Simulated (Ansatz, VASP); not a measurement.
## Two plane-wave programs on Cr

INCAR

```
SYSTEM = Cr
ALGO     = Normal         ! electronic algorithm
EDIFF    = 1E-6           ! SCF threshold, eV
ENCUT    = 520            ! plane-wave cutoff, eV
GGA      = PE             ! functional
ISIF     = 2              ! what is computed and relaxed
ISMEAR   = 0              ! smearing method
ISPIN    = 2              ! spin polarisation
LASPH    = .True.         ! aspherical terms in the spheres
LCHARG   = .False.        ! write CHGCAR
LMAXMIX  = 4              ! l up to which the mixer works
LORBIT   = 11             ! projections on sites
LREAL    = .False.        ! projectors in reciprocal space
LWAVE    = .False.        ! write WAVECAR
MAGMOM   = -3 3           ! initial moments
NBANDS   = 23             ! bands
NELM     = 150            ! most SCF steps
PREC     = Accurate       ! precision mode
SIGMA    = 0.1            ! smearing width, eV
```

Contents of KPOINTS:

```
k-points
0
Gamma
  6 6 6
  0 0 0
```

Contents of POSCAR:

```
Cr
1.0
    3.0831984781      0.0000000000      0.0000000000
    0.0000000000      3.0831984781      0.0000000000
    0.0000000000      0.0000000000      3.0831984781
Cr
2
Direct
    0.0000000000      0.0000000000      0.0000000000
    0.5000000000      0.5000000000      0.5000000000
```

Input for Ansatz:

```yaml
crystal:
  lattice:
    - [3.0831984781, 0.0, 0.0]
    - [0.0, 3.0831984781, 0.0]
    - [0.0, 0.0, 3.0831984781]
  atoms:
    - { symbol: Cr, position: [0.0, 0.0, 0.0], spin: -3.0 }
    - { symbol: Cr, position: [0.5, 0.5, 0.5], spin: 3.0 }
basis:
  ecutwfc: 420
kpoints:
  mp_grid: { grid: [6, 6, 6] }
hamiltonian:
  xc: pbe
scf:
  occupations: { method: gaussian, width: 0.1 }
  lower_state_search: "off"
output:
  forces: true
  stress: true
  eigenvalues: true
  populations: true
magnetization:
  spin_polarized: true
```

Alike in both runs: task single point; functional PBE; k mesh 6 × 6 × 6; occupations gaussian, width 0.1 eV; collinear spin.

|  | VASP | Ansatz |
| --- | --- | --- |
| version | VASP 6.6.1 | Ansatz 0.2.0 |
| potentials or method | VASP PAW PBE potentials, release 64 (Cr_pv), cutoff 520 eV | scalar-relativistic, plane waves, PAW |
| valence electrons in the cell | 24 | 28 |

Ansatz gave:

* gap on the k mesh at the Fermi level (eV): none
* pressure (GPa): -20.4
* net moment per atom (μB): 0.00
* size of the moment on the site where the two differ most (μB): 2.26

Task: Which values does VASP return?

Result: gap on the k mesh at the Fermi level (eV): none; pressure (GPa): -19.8; net moment per atom (μB): 0.00; size of the moment on the site where the two differ most (μB): 2.36.

Site moments also hang on the region over which each program counts them. A gap of «none» marks a metal or a gap that the smearing closes. VASP's potentials hold 24 valence electrons a cell and Ansatz's 28, so a difference there can come from the potentials and not from the codes.
